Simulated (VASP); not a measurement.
Here is a VASP 6.6.1 calculation.

File INCAR:

```
PREC = Accurate ; ENCUT = 500
EDIFF = 1E-6 ; ISMEAR = 0
SIGMA = 0.1 ; LREAL = False
LASPH = True ; NELM = 200
ALGO = Normal ; ISIF = 2
LWAVE = False ; LCHARG = False
GGA = PE ; NBANDS = 34
GGA_COMPAT = False ; LMAXMIX = 6
```

File KPOINTS:

```
regular mesh
0
Gamma
  6 6 2
```

POSCAR

```
Nd2As3W
1.0
    4.0356438400      0.0000000000      0.0000000000
   -2.0178219200      3.4949700800      0.0000000000
    0.0000000000      0.0000000000      9.6385203200
Nd As W
2 3 1
Direct
    0.3333333300      0.6666666700      0.6755830000
    0.6666666700      0.3333333300      0.3244170000
    0.0000000000      0.0000000000      0.5000000000
    0.3333333300      0.6666666700      0.1780850000
    0.6666666700      0.3333333300      0.8219150000
    0.0000000000      0.0000000000      0.0000000000
```

Potentials or basis: VASP PAW PBE potentials, release 64 (Nd_3, As, W_sv), 4f in core.

The run is started by

```console
$ cat potpaw_PBE.64/Nd_3/POTCAR potpaw_PBE.64/As/POTCAR potpaw_PBE.64/W_sv/POTCAR > POTCAR
$ mpirun -np 1 vasp_std > vasp.out
```

Question: What does it give for the band gap on the k mesh?

Answer: Zero (an odd number of electrons rules out a gap without spin polarisation).

Question: Predict the pressure.

Answer: 4.3 GPa.

Stress tensor (GPa, compression positive):
```
6.38 0.00 0.00
0.00 6.38 0.00
0.00 0.00 0.27
```

Caveat: the cell stands under pressure; spin-orbit coupling is left out, which moves the levels of the heavy elements; the 4f electrons are frozen in the core, so they carry no moment and show no levels; forces of over 1 eV/Å act on the atoms, so gaps and moduli don't describe the material at rest. Spin polarisation is off, so any magnetic state and its effect on volume and gap are missing.
